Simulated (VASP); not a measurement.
A run of VASP 6.6.1:

The input INCAR:

```
SYSTEM = In
  PREC = Accurate
  ENCUT = 520
  EDIFF = 1E-7
  ISMEAR = 1
  SIGMA = 0.05
  LREAL = .False.
  LASPH = .True.
  NELM = 150
  ALGO = Normal
  ISIF = 2
  LWAVE = .False.
  LCHARG = .False.
  MAGMOM = 0 0 0
  LORBIT = 11
  LSORBIT = .True.
  GGA_COMPAT = .False.
  LORBMOM = .True.
  NBANDS = 24
```

File KPOINTS:

```
Automatic mesh
0
Gamma
  8 8 8
  0 0 0
```

Contents of POSCAR:

```
In
1.0
   -1.8825252400      1.8825252400      1.8825252400
    1.8825252400     -1.8825252400      1.8825252400
    1.8825252400      1.8825252400     -1.8825252400
In
1
Direct
    0.0000000000      0.0000000000      0.0000000000
```

Potentials or basis: VASP PAW LDA potentials, release 64 (In_d).

Command:

```bash
$ cat potpaw_LDA.64/In_d/POTCAR > POTCAR
$ mpirun -np 1 vasp_ncl > vasp.out
```

Hardware: 1 thread of Intel Xeon 8259CL (shared host).

Estimate the wall time of this run.

Wall time 38 s on 1 thread of Intel Xeon 8259CL (shared host), peak memory 0.18 GiB. Counts: scf iterations 11, k points 29.
